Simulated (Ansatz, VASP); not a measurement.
# AsPt: VASP beside Ansatz

INCAR

```
SYSTEM = AsPt
ALGO = Normal ; EDIFF = 1E-6
EDIFFG = -0.04 ; ENCUT = 600
GGA = PE ; IBRION = 2
ISIF = 3 ; ISMEAR = 0
LASPH = .True. ; LCHARG = .False.
LREAL = .False. ; LWAVE = .False.
NELM = 80 ; NSW = 90
PREC = Accurate ; SIGMA = 0.1
```

The input KPOINTS:

```
k-points
0
Gamma
  6 6 6
  0 0 0
```

Contents of POSCAR:

```
AsPt
1.0
    3.1430211104      0.0000000000      0.0000000000
    0.0000000000      3.1430211104      0.0000000000
    0.0000000000      0.0000000000      3.3856201042
As Pt
1 1
Direct
    0.0000000000      0.0000000000      0.0000000000
    0.5000000000      0.5000000000      0.5000000000
```

Input for Ansatz:

```yaml
crystal:
  lattice:
    - [3.1430211104, 0.0, 0.0]
    - [0.0, 3.1430211104, 0.0]
    - [0.0, 0.0, 3.3856201042]
  atoms:
    - { symbol: As, position: [0.0, 0.0, 0.0] }
    - { symbol: Pt, position: [0.5, 0.5, 0.5] }
basis:
  ecutwfc: 420
kpoints:
  mp_grid: { grid: [6, 6, 6] }
hamiltonian:
  xc: pbe
scf:
  occupations: { method: gaussian, width: 0.1 }
  lower_state_search: "off"
output:
  forces: true
  stress: true
  eigenvalues: true
relax:
  adjacent_minimum: "off"
  f_tol: 0.04
  max_steps: 70
  cell: { stress_tol: 0.4 }
```

Change from the starting cell: species swapped into the MnPd type (P4/mmm, No. 123).

Alike in both runs: task relaxation of cell and atoms; functional PBE; k mesh 6 × 6 × 6; occupations gaussian, width 0.1 eV; no spin polarisation.

|  | VASP | Ansatz |
| --- | --- | --- |
| version | VASP 6.6.1 | Ansatz 0.2.0 |
| potentials or method | VASP PAW PBE potentials, release 64 (As, Pt), cutoff 600 eV | scalar-relativistic, plane waves, PAW |
| valence electrons in the cell | 15 | 33 |

```tsv
	VASP	Ansatz	Ansatz less VASP
gap on the k mesh at the Fermi level, each at its own relaxed structure (eV)	none	none	-
relaxed volume (Å³/atom)	16.61	16.62	+0.012
relaxed length of the cell vector where the two differ most in proportion (Å)	3.278	3.275	-0.0031
```

A gap of «none» marks a metal or a gap that the smearing closes. VASP's potentials hold 15 valence electrons a cell and Ansatz's 33, so a difference there can come from the potentials and not from the codes.

Spin-orbit coupling is off throughout.
